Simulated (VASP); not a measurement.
# Ir (P6_3/mmc) in VASP: further runs

Ir is run at these levels: LDA; tasks: single point.

Everything below comes from runs of VASP 6.6.1. Logs are shortened: lines on timing, memory, paths and dates and some standing lists are left out, and cuts for length are marked.

**1. The cell of the first run**

The structure is hexagonal, space group P6_3/mmc (No. 194). The conventional cell has a = 2.692 Å, b = 2.692 Å, c = 4.364 Å, α = 90.00°, β = 90.00°, γ = 120.00°. Ir (site symmetry -6m2) has 12 Ir at 2.68 to 2.69 Å within 3.5 Å.

**2. Single point, LDA**

The input, INCAR:

```
PREC     = Accurate       # precision mode
ENCUT    = 500            # plane-wave cutoff, eV
EDIFF    = 1E-6           # SCF threshold, eV
ISMEAR   = 1              # smearing method
SIGMA    = 0.1            # smearing width, eV
LREAL    = False          # projectors in reciprocal space
LASPH    = True           # aspherical terms in the spheres
NELM     = 120            # most SCF steps
ALGO     = Normal         # electronic algorithm
ISIF     = 2              # what is computed and relaxed
LWAVE    = False          # write WAVECAR
LCHARG   = True           # write CHGCAR
GGA      = CA             # functional
LELF     = True           # ELF
LVHAR    = True         
NBANDS   = 16             # bands
GGA_COMPAT= False
```

The input, KPOINTS:

```
regular mesh
0
Gamma
  9 9 5
```

The input, POSCAR:

```
Ir
1.0
    2.6916091477      0.0000000000      0.0000000000
   -1.3458045738      2.3310018990      0.0000000000
    0.0000000000      0.0000000000      4.3636635941
Ir
2
Direct
    0.6666666667      0.3333333333      0.7500000000
    0.3333333333      0.6666666667      0.2500000000
```

Potentials or basis: VASP PAW LDA potentials, release 64 (Ir).

Launch:

```sh
$ cat potpaw_LDA.64/Ir/POTCAR > POTCAR
$ mpirun -np 1 vasp_std > vasp.out
```

OUTCAR:

```text
PREC = Accurate
   ENCUT = 500
   EDIFF = 1E-6
   ISMEAR = 1
   LREAL = False
   LASPH = True
   NELM = 120
   ISIF = 2
   GGA = CA

 ion  position               nearest neighbor table
   1  0.667  0.333  0.750-   2 2.68   2 2.68   2 2.68   2 2.68   2 2.68   2 2.68
   2  0.333  0.667  0.250-   1 2.68   1 2.68   1 2.68   1 2.68   1 2.68   1 2.68

  LATTYP: Found a hexagonal cell.
 ALAT       =     2.6916091477
 C/A-ratio  =     1.6212099732

  Lattice vectors:

 A1 = (   2.6916091477,   0.0000000000,   0.0000000000)
 A2 = (  -1.3458045738,   2.3310018990,   0.0000000000)
 A3 = (   0.0000000000,   0.0000000000,   4.3636635941)

Analysis of symmetry for initial positions (statically):
=====================================================================
 Subroutine PRICEL returns:
 Original cell was already a primitive cell.

 Routine SETGRP: Setting up the symmetry group for a
 hexagonal supercell.

 Subroutine GETGRP returns: Found 24 space group operations
 (whereof 12 operations were pure point group operations)
 out of a pool of 24 trial point group operations.

The static configuration has the point symmetry D_3d.
 The point group associated with its full space group is D_6h.

Analysis of symmetry for dynamics (positions and initial velocities):
=====================================================================
 Subroutine PRICEL returns:
 Original cell was already a primitive cell.

 Routine SETGRP: Setting up the symmetry group for a
 hexagonal supercell.

 Subroutine GETGRP returns: Found 24 space group operations
 (whereof 12 operations were pure point group operations)
 out of a pool of 24 trial point group operations.

The dynamic configuration has the point symmetry D_3d.
 The point group associated with its full space group is D_6h.

 Subroutine INISYM returns: Found 24 space group operations
 (whereof 12 operations are pure point group operations),
 and found     1 'primitive' translations

----------------------------------------------------------------------------------------

                                     Primitive cell

  volume of cell :      27.3783

  direct lattice vectors                    reciprocal lattice vectors
     2.691609148  0.000000000  0.000000000     0.371524967  0.214500040  0.000000000
    -1.345804574  2.331001899  0.000000000     0.000000000  0.429000080  0.000000000
     0.000000000  0.000000000  4.363663594     0.000000000  0.000000000  0.229165237

  length of vectors
     2.691609148  2.691609148  4.363663594     0.429000080  0.429000080  0.229165237

  position of ions in fractional coordinates (direct lattice)
     0.666666667  0.333333333  0.750000000
     0.333333333  0.666666667  0.250000000

  ion indices of the primitive-cell ions
   primitive index   ion index
                 1           1
                 2           2

----------------------------------------------------------------------------------------

 KPOINTS: regular mesh

Automatic generation of k-mesh.
 Grid dimensions read from file:
 generate k-points for:    9    9    5

 Generating k-lattice:

  Cartesian coordinates                     Fractional coordinates (reciprocal lattice)
     0.041280552  0.023833338  0.000000000     0.111111111  0.000000000  0.000000000
     0.000000000  0.047666676  0.000000000     0.000000000  0.111111111  0.000000000
     0.000000000  0.000000000  0.045833047     0.000000000  0.000000000  0.200000000

  Length of vectors
     0.047666676  0.047666676  0.045833047

  Shift w.r.t. Gamma in fractional coordinates (k-lattice)
     0.000000000  0.000000000  0.000000000

 Subroutine IBZKPT returns following result:
 ===========================================

 Found     36 irreducible k-points:

 Following reciprocal coordinates:
            Coordinates               Weight
  0.000000  0.000000  0.000000      1.000000
  0.111111  0.000000  0.000000      6.000000
  0.222222  0.000000  0.000000      6.000000
  0.333333  0.000000  0.000000      6.000000
  0.444444  0.000000  0.000000      6.000000
  0.111111  0.111111  0.000000      6.000000
[... 16 lines left out ...]
  0.333333  0.222222  0.200000     24.000000
  0.333333  0.333333  0.200000      4.000000
 [... further k-points ...]
   k-points           NKPTS =     36   k-points in BZ     NKDIM =     36   number of bands    NBANDS=     16
   number of dos      NEDOS =    301   number of ions     NIONS =      2
   total plane-waves  NPLWV =  12800
   dimension x,y,z NGX =    20 NGY =   20 NGZ =   32
   dimension x,y,z NGXF=    40 NGYF=   40 NGZF=   64
   ions per type =               2
   NGX,Y,Z   is equivalent  to a cutoff of  12.35, 12.35, 12.19 a.u.
   NGXF,Y,Z  is equivalent  to a cutoff of  24.71, 24.71, 24.38 a.u.
 SYSTEM =  unknown system
   PREC   = accura    normal or accurate (medium, high low for compatibility)
   ISTART =      0    job   : 0-new  1-cont  2-samecut
   ICHARG =      2    charge: 1-file 2-atom 10-const
   ISPIN  =      1    spin polarized calculation?
   LNONCOLLINEAR =      F non collinear calculations
   LSORBIT =      F    spin-orbit coupling
   LASPH  =      T    aspherical Exc in radial PAW
   ENCUT  =  500.0 eV  36.75 Ry    6.06 a.u.   4.91  4.91  7.96*2*pi/ulx,y,z
   NELM   =    120;   NELMIN=  2; NELMDL= -5     # of ELM steps
   EDIFF  = 0.1E-05   stopping-criterion for ELM
   LREAL  =      F    real-space projection
   EDIFFG = 0.1E-04   stopping-criterion for IOM
   NSW    =      0    number of steps for IOM
   IBRION =     -1    ionic relax: 0-MD 1-quasi-New 2-CG
   NFREE  =      0    steps in history (QN), initial steepest desc. (CG)
   ISIF   =      2    stress and relaxation
   ISYM   =      2    0-nonsym 1-usesym 2-fastsym
   POTIM  = 0.5000    time-step for ionic-motion
   TEBEG  =    0.0;   TEEND  =   0.0 temperature during run
   PSTRESS=    0.0 pullay stress
   NELECT =      18.0000    total number of electrons
   NUPDOWN=      -1.0000    fix difference up-down
   EMIN   =  10.00;   EMAX   =-10.00  energy-range for DOS
   EFERMI =   0.00;   METHOD = LEGACY
   ISMEAR =     1;   SIGMA  =   0.10  broadening in eV -4-tet -1-fermi 0-gaus
   EFERMI_NEDOS =   21; number of points for ismear=-14 and -15
   IALGO  =     38    algorithm
   IMIX   =      4    mixing-type and parameters
     AMIX     =   0.40;   BMIX     =  1.00
     AMIX_MAG =   1.60;   BMIX_MAG =  1.00
  volume/ion in A,a.u.               =      13.69        92.38
  Fermi-wavevector in a.u.,A,eV,Ry     =   1.423520  2.690064 27.570987  2.026410
  Thomas-Fermi vector in A             =   2.544109
   LORBIT       =      0    0 simple, 1 ext, 2 COOP (PROOUT), +10 PAW based schemes
   GGA     = CA    functional components
   LHFCALC =     F    Hartree Fock is set to
   AEXX    =    0.0000 exact exchange contribution
   IVDW    =     0    specifies the selected vdW correction
   LEPSILON=     F    determine dielectric tensor
   LRPA    =     F    only Hartree local field effects (RPA)
 non-spin polarized calculation
 Methfessel and Paxton  Order N= 1 SIGMA  =   0.10
  energy-cutoff  :      500.00
  volume of cell :       27.38
 maximum number of plane-waves:       717
 NGX is ok and might be reduce to    20
   NGX =  9   NGY =  9   NGZ = 15

 number of electron      18.0000000 magnetization

 Free energy of the ion-electron system (eV)
  ---------------------------------------------------
  ext. energy  EPLUGINS =         0.00000000
  ---------------------------------------------------
  free energy    TOTEN  =       -20.47195023 eV

  energy without entropy =      -20.47248053  energy(sigma->0) =      -20.47212700

 E-fermi :  10.9531     XC(G=0): -14.3302

 val. band max:       10.9166369409   @ k =   0.4444   0.1111   0.2000
 cond. band min:      10.9647958875   @ k =   0.3333   0.3333   0.0000
 fundamental gap:      0.0481589467
 Fermi energy:        10.9531486836

 k-point     1 :       0.0000    0.0000    0.0000
  band No.  band energies     occupation
      1      -0.5620      2.00000
      2       2.4527      2.00000
      3       6.8215      2.00000
      4       6.9556      2.00000
      5       6.9556      2.00000
      6       7.6581      2.00000
[... 8 lines left out ...]
     15      27.4306      0.00000
     16      28.6059      0.00000

 k-point     2 :       0.1111    0.0000    0.0000
  band No.  band energies     occupation
      1      -0.0687      2.00000
      2       2.8830      2.00000
      3       6.2461      2.00000
      4       7.3176      2.00000
      5       7.3811      2.00000
      6       7.5390      2.00000
[... 8 lines left out ...]
     15      28.0485      0.00000
     16      29.3312      0.00000

 k-point     3 :       0.2222    0.0000    0.0000
  band No.  band energies     occupation
      1       1.2226      2.00000
      2       3.6726      2.00000
      3       5.7672      2.00000
      4       5.9385      2.00000
      5       6.8613      2.00000
      6       7.5589      2.00000
[... 8 lines left out ...]
     15      27.5650      0.00000
     16      28.1584      0.00000

 k-point     4 :       0.3333    0.0000    0.0000
  band No.  band energies     occupation
      1       2.5888      2.00000
      2       3.5219      2.00000
      3       4.5460      2.00000
      4       6.2672      2.00000
      5       6.9915      2.00000
      6       7.1708      2.00000
[... 8 lines left out ...]
     15      25.1612      0.00000
     16      25.7851      0.00000

 k-point     5 :       0.4444    0.0000    0.0000
  band No.  band energies     occupation
      1       3.0424      2.00000
      2       3.2259      2.00000
      3       3.8167      2.00000
      4       6.6693      2.00000
      5       7.1739      2.00000
      6       7.2874      2.00000
[... 8 lines left out ...]
     15      22.9942      0.00000
     16      23.6214      0.00000

 k-point     6 :       0.1111    0.1111    0.0000
  band No.  band energies     occupation
      1       0.8411      2.00000
      2       3.5919      2.00000
      3       5.6553      2.00000
      4       6.5082      2.00000
      5       7.0400      2.00000
      6       7.4085      2.00000
[... 8 lines left out ...]
     15      27.5862      0.00000
     16      28.7942      0.00000
[... 267 lines left out ...]
 k-point    21 :       0.4444    0.1111    0.2000
  band No.  band energies     occupation
      1       2.9258      2.00000
      2       3.5756      2.00000
      3       4.8365      2.00000
      4       5.3071      2.00000
      5       6.4934      2.00000
      6       8.1953      2.00000
[... 8 lines left out ...]
     15      22.3751      0.00000
     16      25.7736      0.00000

 k-point    22 :       0.2222    0.2222    0.2000
  band No.  band energies     occupation
      1       3.6257      2.00000
      2       4.0935      2.00000
      3       4.9446      2.00000
      4       5.2314      2.00000
      5       6.6791      2.00000
      6       7.0867      2.00000
[... 8 lines left out ...]
     15      23.6687      0.00000
     16      26.5971      0.00000

 k-point    23 :       0.3333    0.2222    0.2000
  band No.  band energies     occupation
      1       3.6324      2.00000
      2       4.5073      2.00000
      3       4.7545      2.00000
      4       5.3376      2.00000
      5       6.4018      2.00000
      6       7.2659      2.00000
[... 8 lines left out ...]
     15      23.0654      0.00000
     16      25.7384      0.00000

 k-point    24 :       0.3333    0.3333    0.2000
  band No.  band energies     occupation
      1       4.0812      2.00000
      2       4.6770      2.00000
      3       4.6770      2.00000
      4       5.6576      2.00000
      5       6.5814      2.00000
      6       6.5814      2.00000
[... 8 lines left out ...]
     15      22.7072      0.00000
     16      23.5249      0.00000

 [... further k-points ...]

------------------------ aborting loop because EDIFF is reached ----------------------------------------

  FORCE on cell =-STRESS in cart. coord.  units (eV):
  Direction    XX          YY          ZZ          XY          YZ          ZX
  --------------------------------------------------------------------------------------
  -------------------------------------------------------------------------------------
  Total        1.5444077      1.5444077      1.5513790      0.0000000      0.0000000      0.0000000
  in kB       90.3788200     90.3788200     90.7867784      0.0000000      0.0000000      0.0000000
  external PRESSURE =      90.5148061 kB  Pullay stress =       0.0000000 kB

 VOLUME and BASIS-vectors are now :
 -----------------------------------------------------------------------------
  energy-cutoff  :      500.00
  volume of cell :       27.38
      direct lattice vectors                 reciprocal lattice vectors
     2.691609148  0.000000000  0.000000000     0.371524967  0.214500040  0.000000000
    -1.345804574  2.331001899  0.000000000     0.000000000  0.429000080  0.000000000
     0.000000000  0.000000000  4.363663594     0.000000000  0.000000000  0.229165237

 POSITION                                       TOTAL-FORCE (eV/Angst)
 -----------------------------------------------------------------------------------
      1.34580      0.77700      3.27275         0.000000     -0.000000      0.000000
     -0.00000      1.55400      1.09092        -0.000000      0.000000      0.000000
 -----------------------------------------------------------------------------------
    total drift:                               -0.000000      0.000000     -0.000000

  FREE ENERGIE OF THE ION-ELECTRON SYSTEM (eV)
  ---------------------------------------------------
  free  energy   TOTEN  =       -20.4719502330 eV

  energy  without entropy=      -20.4724805304  energy(sigma->0) =      -20.47212700
```

Wall time 13 s (1 thread of Intel Xeon Platinum 8488C (Sapphire Rapids), shared host); peak memory 0.13 GiB.

Results:

```
Free energy            : -20.4720 eV
Pressure               : 9.1 GPa
Band gap on the k mesh : zero (band 9 reaches 12.02 eV, above the bottom of band 10 at 8.75 eV)
```

Caveat: spin-orbit coupling is left out, which moves the levels of the heavy elements.

**3. Single point, LDA**

This run uses another cell than the first one, of 13.90 Å³/atom, 1.015 times its volume.

The input, INCAR:

```
ALGO = Normal
EDIFF = 1E-6
ENCUT = 500
GGA = CA
GGA_COMPAT = F
ISIF = 2
ISMEAR = 1
LASPH = T
LCHARG = T
LELF = T
LREAL = F
LVHAR = T
LWAVE = F
NBANDS = 16
NELM = 120
PREC = Accurate
SIGMA = 0.1
```

The input, KPOINTS:

```
k-points
0
Gamma
  9 9 5
```

The input, POSCAR:

```
Ir
1.0
    2.7052033639      0.0000000000      0.0000000000
   -1.3526016819      2.3427748355      0.0000000000
    0.0000000000      0.0000000000      4.3857026730
Ir
2
Direct
    0.6666666667      0.3333333333      0.7500000000
    0.3333333333      0.6666666667      0.2500000000
```

Potentials or basis: VASP PAW LDA potentials, release 64 (Ir).

Launch:

```sh
$ cat potpaw_LDA.64/Ir/POTCAR > POTCAR
$ mpirun -np 1 vasp_std > vasp.out
```

Run time: 12 s. Hardware: 1 thread of Intel Xeon Platinum 8488C (Sapphire Rapids), shared host; peak memory 0.13 GiB.

Results (log left out):

| Property | Result |
| --- | --- |
| Free energy | -20.4872 eV |
| Pressure | 2.5 GPa |
| Band gap on the k mesh | zero (band 9 reaches 11.72 eV, above the bottom of band 10 at 8.53 eV) |

Stress tensor (GPa, compression positive):
```
2.57 0.00 0.00
0.00 2.57 0.00
0.00 0.00 2.47
```

Levels at points of the mesh, in eV from the Fermi level:
```
           k point  band 5  band 6  band 7  band 8  band 9  band 10  band 11  band 12  band 13  band 14
(0.00, 0.00, 0.00)   -3.90   -3.22   -3.22   -2.41   -2.41    -0.76     0.34     0.34     7.32    14.32
```

Caveat: spin-orbit coupling is left out, which moves the levels of the heavy elements.

**4. Single point, LDA**

This run uses another cell than the first one, of 13.90 Å³/atom, 1.015 times its volume.

The input, INCAR:

```
ALGO     = Normal         # electronic algorithm
EDIFF    = 1E-6           # SCF threshold, eV
ENCUT    = 500            # plane-wave cutoff, eV
GGA_COMPAT= False        
ISIF     = 2              # what is computed and relaxed
ISMEAR   = 1              # smearing method
LASPH    = True           # aspherical terms in the spheres
LCHARG   = True           # write CHGCAR
LELF     = True           # ELF
LREAL    = False          # projectors in reciprocal space
LVHAR    = True         
LWAVE    = False          # write WAVECAR
NBANDS   = 16             # bands
NELM     = 120            # most SCF steps
PREC     = Accurate       # precision mode
SIGMA    = 0.1            # smearing width, eV
```

KPOINTS is that of step 3.

POSCAR is that of step 3.

Launch:

```sh
$ cat potpaw_LDA.64/Ir/POTCAR > POTCAR
$ mpirun -np 1 vasp_std > vasp.out
```

It took 14 s on 1 thread of Intel Xeon Platinum 8488C (Sapphire Rapids), shared host; peak memory 0.13 GiB.

It converged, with:

```
Free energy            : -20.4872 eV
Pressure               : 2.5 GPa
Band gap on the k mesh : zero (band 9 reaches 11.72 eV, above the bottom of band 10 at 8.53 eV)
```

Stress tensor (GPa, compression positive):
```
2.57 0.00 0.00
0.00 2.57 0.00
0.00 0.00 2.47
```

Levels at points of the mesh, in eV from the Fermi level:
| k point | band 5 | band 6 | band 7 | band 8 | band 9 | band 10 | band 11 | band 12 | band 13 | band 14 |
| --- | --- | --- | --- | --- | --- | --- | --- | --- | --- | --- |
| (0.00, 0.00, 0.00) | -3.90 | -3.22 | -3.22 | -2.41 | -2.41 | -0.76 | 0.34 | 0.34 | 7.32 | 14.32 |

Caveat: spin-orbit coupling is left out, which moves the levels of the heavy elements.

**5. Single point, LDA**

This run uses another cell than the first one, of 14.11 Å³/atom, 1.030 times its volume.

The input, INCAR:

```
PREC = Accurate ; ENCUT = 500
EDIFF = 1E-6 ; ISMEAR = 1
SIGMA = 0.1 ; LREAL = F
LASPH = T ; NELM = 120
ALGO = Normal ; ISIF = 2
LWAVE = F ; LCHARG = F
NBANDS = 16 ; GGA_COMPAT = F
```

The input, KPOINTS:

```
Automatic mesh
0
Gamma
  9 9 5
```

The input, POSCAR:

```
Ir
1.0
    2.7186623086      0.0000000000      0.0000000000
   -1.3593311543      2.3544306236      0.0000000000
    0.0000000000      0.0000000000      4.4075224484
Ir
2
Direct
    0.6666666667      0.3333333333      0.7500000000
    0.3333333333      0.6666666667      0.2500000000
```

Launch:

```sh
$ cat potpaw_LDA.64/Ir/POTCAR > POTCAR
$ mpirun -np 1 vasp_std > vasp.out
```

Run time: 16 s. Hardware: 1 thread of Intel Xeon Platinum 8488C (Sapphire Rapids), shared host; peak memory 0.13 GiB.

It converged, with:

| Quantity | Value |
| --- | --- |
| Free energy | -20.4863 eV |
| Pressure | -3.4 GPa |
| Band gap on the k mesh | zero (band 9 reaches 11.42 eV, above the bottom of band 10 at 8.31 eV) |

Stress tensor (GPa, compression positive):
```
-3.33  0.00  0.00
 0.00 -3.33  0.00
 0.00  0.00 -3.56
```

Levels at points of the mesh, in eV from the Fermi level:
```csv
k point,band 5,band 6,band 7,band 8,band 9,band 10,band 11,band 12,band 13,band 14
"(0.00, 0.00, 0.00)",-3.81,-3.14,-3.14,-2.36,-2.36,-0.72,0.33,0.33,7.18,14.35
```

Caveat: spin-orbit coupling is left out, which moves the levels of the heavy elements.

**6. Summary**

```csv
cell,gap on the mesh (eV),pressure (GPa)
"a = 2.692, b = 2.692, c = 4.364 Å, angles 90.0, 90.0, 120.0°, 2 atoms",none,9.1
"a = 2.705, b = 2.705, c = 4.386 Å, angles 90.0, 90.0, 120.0°, 2 atoms",none,2.5
"a = 2.719, b = 2.719, c = 4.408 Å, angles 90.0, 90.0, 120.0°, 2 atoms",none,-3.4
```

Alike in all rows: task single point; level LDA; potentials or basis VASP PAW LDA potentials, release 64 (Ir); no spin polarisation; k mesh 9 × 9 × 5; cutoff (eV) 500; smearing methfessel-paxton 0.1 eV.

Caveats: spin-orbit coupling is left out, which moves the levels of the heavy elements.

Total energies depend on the potentials used, so only differences within one code and one set of settings carry meaning.
